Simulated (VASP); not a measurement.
## TlB: single point with PBE

Crystal: TlB.

```xyz
8
Lattice="-1.8321 -1.8321 2.5895 5.4962 -1.8321 2.5895 -1.8321 5.4962 2.5895" Properties=species:S:1:pos:R:3 pbc="T T T"
Tl    0.0000    0.0000    2.5895
Tl    1.8321   -1.8321    5.1790
Tl    0.0000    3.6641    2.5895
Tl    1.8321    1.8321    5.1790
B     0.0000    0.0000    0.0000
B     0.0000    3.6641    5.1790
B     3.6641    0.0000    5.1790
B     1.8321    1.8321    2.5895
```

```json
{
 "Program": "VASP 6.6.1",
 "Task": "single point",
 "Functional": "PBE",
 "Potentials or basis": "VASP PAW PBE potentials, release 64 (Tl_d, B)",
 "Cutoff": "520 eV",
 "k mesh": "6 × 4 × 4",
 "Occupations": "gaussian, width 0.2 eV",
 "Spin": "no spin polarisation"
}
```

- Pressure: 0.2 GPa
- Band gap on the k mesh: zero (bands 32 and 33 overlap by 2.78 eV)

Stress tensor (GPa, compression positive):
```
-0.01  0.43  0.19
 0.43 -0.01  0.19
 0.19  0.19  0.47
```

Levels at points of the mesh, in eV from the Fermi level:
```csv
k point,band 28,band 29,band 30,band 31,band 32,band 33,band 34,band 35,band 36,band 37
"(0.00, 0.00, 0.00)",-1.14,-1.13,-1.05,1.22,1.22,1.23,2.43,2.43,2.43,2.43
"(0.50, 0.00, 0.00)",-3.72,-2.90,-2.90,-2.90,-2.90,-1.55,-1.55,2.01,2.01,4.14
"(0.00, 0.50, 0.00)",-2.37,-1.04,-1.04,0.19,0.19,1.71,1.71,1.71,1.71,2.28
"(0.50, 0.50, 0.00)",-4.67,-1.04,-1.04,-1.03,-1.03,0.18,0.18,0.18,0.18,2.27
"(0.00, 0.50, 0.50)",-1.55,-0.56,-0.56,0.06,0.06,0.06,0.06,2.01,2.01,2.50
"(0.50, 0.50, 0.50)",-4.38,-1.15,-1.14,-1.14,-1.14,-1.06,-1.05,2.42,2.42,2.43
```

Run time: 2.5 min on 1 thread of Intel(R) Xeon(R) Platinum 8259CL CPU @ 2.50GHz (Skylake/Cascade Lake), on a shared host, peak memory 0.33 GiB.

Caveat: spin-orbit coupling is left out, which moves the levels of the heavy elements.
